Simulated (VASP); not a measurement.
# CsI (Pm-3m) in VASP: a series of runs, part 2 of 3

VASP 6.6.1. Earlier steps stand in the parts before.

### Step 3. Single point, r2SCAN

This run uses another cell than the first one, of 46.67 Å³/atom, 1.032 times its volume.

Input file POSCAR:

```
CsI
1.0
    4.5360500832      0.0000000000      0.0000000000
    0.0000000000      4.5360500832      0.0000000000
    0.0000000000      0.0000000000      4.5360500832
Cs I
1 1
Direct
    0.0000000000      0.0000000000      0.0000000000
    0.5000000000      0.5000000000      0.5000000000
```

Input file INCAR.step1:

```
PREC = Accurate
ENCUT = 550
ISMEAR = 0
SIGMA = 0.01
LREAL = F
LASPH = T
NELM = 120
NBANDS = 15
GGA = PE
ALGO = Normal
EDIFF = 1E-5
LWAVE = T
LCHARG = F
GGA_COMPAT = F
```

Input file INCAR.step2:

```
PREC = Accurate
ENCUT = 550
EDIFF = 1E-6
ISMEAR = 0
SIGMA = 0.01
LREAL = F
LASPH = T
NELM = 120
ALGO = Normal
ISIF = 2
LWAVE = F
LCHARG = F
METAGGA = R2SCAN
LMIXTAU = T
NBANDS = 15
ISTART = 1
GGA_COMPAT = F
```

Input file KPOINTS:

```
regular mesh
0
Gamma
  4 4 4
```

Potentials or basis: VASP PAW PBE potentials, release 64 (Cs_sv, I).

Started as:

```bash
> cat potpaw_PBE.64/Cs_sv/POTCAR potpaw_PBE.64/I/POTCAR > POTCAR
> cp INCAR.step1 INCAR
> mpirun -np 1 vasp_std > vasp.out
> cp INCAR.step2 INCAR
> mpirun -np 1 vasp_std > vasp.out
```

OUTCAR:

```text
PREC = Accurate
   ENCUT = 550
   EDIFF = 1E-6
   ISMEAR = 0
   LREAL = F
   LASPH = T
   NELM = 120
   ISIF = 2
   METAGGA = R2SCAN
   ISTART = 1

 ion  position               nearest neighbor table
   1  0.000  0.000  0.000-
   2  0.500  0.500  0.500-

  LATTYP: Found a simple cubic cell.
 ALAT       =     4.5360500832

  Lattice vectors:

 A1 = (   4.5360500832,   0.0000000000,   0.0000000000)
 A2 = (   0.0000000000,   4.5360500832,   0.0000000000)
 A3 = (   0.0000000000,   0.0000000000,   4.5360500832)

Analysis of symmetry for initial positions (statically):
=====================================================================
 Subroutine PRICEL returns:
 Original cell was already a primitive cell.

 Routine SETGRP: Setting up the symmetry group for a
 simple cubic supercell.

 Subroutine GETGRP returns: Found 48 space group operations
 (whereof 48 operations were pure point group operations)
 out of a pool of 48 trial point group operations.

The static configuration has the point symmetry O_h .

Analysis of symmetry for dynamics (positions and initial velocities):
=====================================================================
 Subroutine PRICEL returns:
 Original cell was already a primitive cell.

 Routine SETGRP: Setting up the symmetry group for a
 simple cubic supercell.

 Subroutine GETGRP returns: Found 48 space group operations
 (whereof 48 operations were pure point group operations)
 out of a pool of 48 trial point group operations.

The dynamic configuration has the point symmetry O_h .

 Subroutine INISYM returns: Found 48 space group operations
 (whereof 48 operations are pure point group operations),
 and found     1 'primitive' translations

----------------------------------------------------------------------------------------

                                     Primitive cell

  volume of cell :      93.3326

  direct lattice vectors                    reciprocal lattice vectors
     4.536050083  0.000000000  0.000000000     0.220456120  0.000000000  0.000000000
     0.000000000  4.536050083  0.000000000     0.000000000  0.220456120  0.000000000
     0.000000000  0.000000000  4.536050083     0.000000000  0.000000000  0.220456120

  length of vectors
     4.536050083  4.536050083  4.536050083     0.220456120  0.220456120  0.220456120

  position of ions in fractional coordinates (direct lattice)
     0.000000000  0.000000000  0.000000000
     0.500000000  0.500000000  0.500000000

  ion indices of the primitive-cell ions
   primitive index   ion index
                 1           1
                 2           2

----------------------------------------------------------------------------------------

 KPOINTS: regular mesh

Automatic generation of k-mesh.
 Grid dimensions read from file:
 generate k-points for:    4    4    4

 Generating k-lattice:

[... 22 lines left out ...]
  0.500000  0.250000  0.000000     12.000000
  0.500000  0.500000  0.000000      3.000000
  0.250000  0.250000  0.250000      8.000000
  0.500000  0.250000  0.250000     12.000000
  0.500000  0.500000  0.250000      6.000000
  0.500000  0.500000  0.500000      1.000000
   k-points           NKPTS =     10   k-points in BZ     NKDIM =     10   number of bands    NBANDS=     15
   number of dos      NEDOS =    301   number of ions     NIONS =      2
   total plane-waves  NPLWV =  46656
   dimension x,y,z NGX =    36 NGY =   36 NGZ =   36
   dimension x,y,z NGXF=    72 NGYF=   72 NGZF=   72
   ions per type =               1   1
   NGX,Y,Z   is equivalent  to a cutoff of  13.19, 13.19, 13.19 a.u.
   NGXF,Y,Z  is equivalent  to a cutoff of  26.39, 26.39, 26.39 a.u.
 SYSTEM =  unknown system
   PREC   = accura    normal or accurate (medium, high low for compatibility)
   ISTART =      1    job   : 0-new  1-cont  2-samecut
   ICHARG =      0    charge: 1-file 2-atom 10-const
   ISPIN  =      1    spin polarized calculation?
   LNONCOLLINEAR =      F non collinear calculations
   LSORBIT =      F    spin-orbit coupling
   LASPH  =      T    aspherical Exc in radial PAW
   ENCUT  =  550.0 eV  40.42 Ry    6.36 a.u.   8.67  8.67  8.67*2*pi/ulx,y,z
   NELM   =    120;   NELMIN=  2; NELMDL=  0     # of ELM steps
   EDIFF  = 0.1E-05   stopping-criterion for ELM
   LREAL  =      F    real-space projection
   EDIFFG = 0.1E-04   stopping-criterion for IOM
   NSW    =      0    number of steps for IOM
   IBRION =     -1    ionic relax: 0-MD 1-quasi-New 2-CG
   NFREE  =      0    steps in history (QN), initial steepest desc. (CG)
   ISIF   =      2    stress and relaxation
   ISYM   =      2    0-nonsym 1-usesym 2-fastsym
   POTIM  = 0.5000    time-step for ionic-motion
   TEBEG  =    0.0;   TEEND  =   0.0 temperature during run
   PSTRESS=    0.0 pullay stress
   NELECT =      16.0000    total number of electrons
   NUPDOWN=      -1.0000    fix difference up-down
   EMIN   =  10.00;   EMAX   =-10.00  energy-range for DOS
   EFERMI =   0.00;   METHOD = LEGACY
   ISMEAR =     0;   SIGMA  =   0.01  broadening in eV -4-tet -1-fermi 0-gaus
   EFERMI_NEDOS =   21; number of points for ismear=-14 and -15
   IALGO  =     38    algorithm
   IMIX   =      4    mixing-type and parameters
     AMIX     =   0.40;   BMIX     =  1.00
     AMIX_MAG =   1.60;   BMIX_MAG =  1.00
  volume/ion in A,a.u.               =      46.67       314.92
  Fermi-wavevector in a.u.,A,eV,Ry     =   0.909432  1.718578 11.252928  0.827067
  Thomas-Fermi vector in A             =   2.033476
   LORBIT       =      0    0 simple, 1 ext, 2 COOP (PROOUT), +10 PAW based schemes
   METAGGA = R2SCAN    functional components
   LHFCALC =     F    Hartree Fock is set to
   AEXX    =    0.0000 exact exchange contribution
   IVDW    =     0    specifies the selected vdW correction
   LEPSILON=     F    determine dielectric tensor
   LRPA    =     F    only Hartree local field effects (RPA)
 non-spin polarized calculation
 Gauss-broadening in eV      SIGMA  =   0.01
  energy-cutoff  :      550.00
  volume of cell :       93.33
 maximum number of plane-waves:      2800
 NGX is ok and might be reduce to    36
   NGX = 17   NGY = 17   NGZ = 17

 number of electron      16.0000002 magnetization

 Free energy of the ion-electron system (eV)
  ---------------------------------------------------
  ext. energy  EPLUGINS =         0.00000000
  ---------------------------------------------------
  free energy    TOTEN  =       -53.11266304 eV

  energy without entropy =      -53.11266304  energy(sigma->0) =      -53.11266304

 E-fermi :   0.7570     XC(G=0):  -8.2121

 val. band max:        0.6374583156   @ k =   0.5000   0.5000   0.0000
 cond. band min:       5.2148353648   @ k =   0.0000   0.0000   0.0000
 fundamental gap:      4.5773770491
 Fermi energy:         0.7570160154

 k-point     1 :       0.0000    0.0000    0.0000
  band No.  band energies     occupation
      1     -20.3051      2.00000
      2     -10.3604      2.00000
      3      -6.6295      2.00000
      4      -6.6295      2.00000
      5      -6.6295      2.00000
      6       0.5529      2.00000
      7       0.5529      2.00000
      8       0.5529      2.00000
      9       5.2148      0.00000
     10       5.2148      0.00000
     11       5.3127      0.00000
     12       9.0770      0.00000
     13       9.0770      0.00000
     14       9.0770      0.00000
[... 149 lines left out ...]
      2     -10.0499      2.00000
      3      -6.8953      2.00000
      4      -6.8953      2.00000
      5      -6.8953      2.00000
      6      -0.7333      2.00000
      7      -0.7333      2.00000
      8      -0.7333      2.00000
      9       8.4540      0.00000
     10       8.4540      0.00000
     11       8.4540      0.00000
     12       9.2620      0.00000
     13       9.2620      0.00000
     14       9.2620      0.00000
     15      11.1281      0.00000

------------------------ aborting loop because EDIFF is reached ----------------------------------------

  FORCE on cell =-STRESS in cart. coord.  units (eV):
  Direction    XX          YY          ZZ          XY          YZ          ZX
  --------------------------------------------------------------------------------------
  -------------------------------------------------------------------------------------
  Total        0.4273069      0.4273069      0.4273069      0.0000000      0.0000000      0.0000000
  in kB        7.3352854      7.3352854      7.3352854      0.0000000      0.0000000      0.0000000
  external PRESSURE =       7.3352854 kB  Pullay stress =       0.0000000 kB

 VOLUME and BASIS-vectors are now :
 -----------------------------------------------------------------------------
  energy-cutoff  :      550.00
  volume of cell :       93.33
      direct lattice vectors                 reciprocal lattice vectors
     4.536050083  0.000000000  0.000000000     0.220456120  0.000000000  0.000000000
     0.000000000  4.536050083  0.000000000     0.000000000  0.220456120  0.000000000
     0.000000000  0.000000000  4.536050083     0.000000000  0.000000000  0.220456120

 POSITION                                       TOTAL-FORCE (eV/Angst)
 -----------------------------------------------------------------------------------
      0.00000      0.00000      0.00000         0.000000      0.000000      0.000000
      2.26803      2.26803      2.26803         0.000000      0.000000      0.000000
 -----------------------------------------------------------------------------------
    total drift:                                0.000000      0.000000      0.000000

  FREE ENERGIE OF THE ION-ELECTRON SYSTEM (eV)
  ---------------------------------------------------
  free  energy   TOTEN  =       -53.1126630364 eV

  energy  without entropy=      -53.1126630364  energy(sigma->0) =      -53.11266304
```

OUTCAR.step1:

```text
PREC = Accurate
   ENCUT = 550
   ISMEAR = 0
   LREAL = F
   LASPH = T
[... 384 lines left out ...]
 -----------------------------------------------------------------------------------
      0.00000      0.00000      0.00000         0.000000      0.000000      0.000000
      2.26803      2.26803      2.26803         0.000000      0.000000      0.000000
 -----------------------------------------------------------------------------------
    total drift:                               -0.000000      0.000000      0.000000

  FREE ENERGIE OF THE ION-ELECTRON SYSTEM (eV)
  ---------------------------------------------------
  free  energy   TOTEN  =        -5.4132033578 eV

  energy  without entropy=       -5.4132033578  energy(sigma->0) =       -5.41320336
```

OSZICAR.step1:

```text
N       E                     dE             d eps       ncg     rms          rms(c)
DAV:   1     0.925354674958E+02    0.92535E+02   -0.65551E+03   300   0.934E+02
DAV:   2     0.211579893101E+01   -0.90420E+02   -0.82790E+02   455   0.145E+02
DAV:   3    -0.544982246113E+01   -0.75656E+01   -0.75316E+01   405   0.460E+01
DAV:   4    -0.554846852216E+01   -0.98646E-01   -0.98637E-01   350   0.650E+00
DAV:   5    -0.554964688822E+01   -0.11784E-02   -0.11784E-02   398   0.748E-01    0.161E+00
DAV:   6    -0.543309030998E+01    0.11656E+00   -0.91643E-02   363   0.154E+00    0.113E+00
DAV:   7    -0.540956112093E+01    0.23529E-01   -0.96768E-02   370   0.153E+00    0.608E-01
DAV:   8    -0.541340391240E+01   -0.38428E-02   -0.12481E-02   335   0.602E-01    0.115E-01
DAV:   9    -0.541313303700E+01    0.27088E-03   -0.49759E-04   398   0.122E-01    0.547E-02
DAV:  10    -0.541320908324E+01   -0.76046E-04   -0.25979E-04   335   0.858E-02    0.379E-02
DAV:  11    -0.541320335779E+01    0.57254E-05   -0.16216E-05   356   0.183E-02
   1 F= -.54132034E+01 E0= -.54132034E+01  d E =-.112209E-57
```

Run time: 76 s. Hardware: 1 thread of Intel Xeon Platinum 8488C (Sapphire Rapids), shared host; peak memory 0.22 GiB.

Results:

```yaml
Free_energy: -53.1127 eV
Pressure: 0.7 GPa
Band_gap_on_the_k_mesh: 4.58 eV, indirect (least direct gap 4.66 eV)
```

Caveat: the PAW data sets were made with another functional, which shifts forces and pressure a little; spin-orbit coupling is left out, which moves the levels of the heavy elements.

(Part 2 of 3 ends here.)
